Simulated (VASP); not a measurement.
Here is a VASP 6.6.1 calculation.

Contents of INCAR:

```
SYSTEM = ScAl
PREC     = Accurate       ! precision mode
ENCUT    = 500            ! plane-wave cutoff, eV
EDIFF    = 1E-7           ! SCF threshold, eV
ISMEAR   = -1             ! smearing method
SIGMA    = 0.15           ! smearing width, eV
LREAL    = .FALSE.        ! projectors in reciprocal space
LASPH    = .TRUE.         ! aspherical terms in the spheres
NELM     = 120            ! most SCF steps
ALGO     = Normal         ! electronic algorithm
ISIF     = 3              ! what is computed and relaxed
LWAVE    = .FALSE.        ! write WAVECAR
LCHARG   = .FALSE.        ! write CHGCAR
GGA      = PS             ! functional
IBRION   = 2              ! ionic algorithm
NSW      = 80             ! ionic steps
EDIFFG   = -0.001         ! ionic threshold
PSTRESS  = 150.0        
GGA_COMPAT= .FALSE.      
NELMIN   = 4
```

File KPOINTS:

```
Automatic mesh
0
G
  12 12 12
  0 0 0
```

POSCAR

```
ScAl
1.0
    3.2864339574      0.0000000000      0.0000000000
    0.0000000000      3.2864339574      0.0000000000
    0.0000000000      0.0000000000      3.2864339574
Sc Al
1 1
Direct
    0.5000000000      0.5000000000      0.5000000000
    0.0000000000      0.0000000000      0.0000000000
```

Potentials or basis: VASP PAW PBE potentials, release 64 (Sc_sv, Al).

Launch:

```console
$ cat potpaw_PBE.64/Sc_sv/POTCAR potpaw_PBE.64/Al/POTCAR > POTCAR
$ mpirun -np 1 vasp_std > vasp.out
```

(1) Estimate the relaxed cell.

(2) Estimate the space group after relaxing (to 0.05 Å).

(3) Estimate the relaxed volume.

Results:

(1) a = 3.196 Å, b = 3.196 Å, c = 3.196 Å, α = 90.00°, β = 90.00°, γ = 90.00°.

(2) Pm-3m (No. 221).

(3) 16.32 Å³/atom.

Caveat: the cell is relaxed towards a set pressure, so the enthalpy falls and the energy may rise; the PAW data sets were made with another functional, which shifts forces and pressure a little.
